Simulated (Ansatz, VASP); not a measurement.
# One calculation of BN, two programs

```
B N
1.0
     0.00000    1.81300    1.81300
     1.81300    0.00000    1.81300
     1.81300    1.81300    0.00000
B N
1 1
Direct
  0.00000 0.00000 0.00000
  0.25000 0.25000 0.25000
```

Alike in both runs: task single point; functional LDA; k mesh 8 × 8 × 8; occupations gaussian, width 0.1 eV; no spin polarisation.

```csv
,VASP,Ansatz
version,VASP 6.6.1,Ansatz 0.2.0
potentials or method,"VASP PAW LDA potentials, release 64 (B, N), cutoff 600 eV","scalar-relativistic, plane waves, PAW"
valence electrons in the cell,8,8
```

```csv
,VASP,Ansatz,Ansatz less VASP
gap on the k mesh at the Fermi level (eV),4.33,4.34,+0.011
least direct gap on the mesh (eV),8.64,8.65,+0.007
pressure (GPa),-13.6,-14.4,-0.83
```

Ansatz warns that its potentials were made for another functional, while VASP's fit it. LDA's correlation is that of Perdew and Zunger in VASP and of Perdew and Wang (1992) in Ansatz.
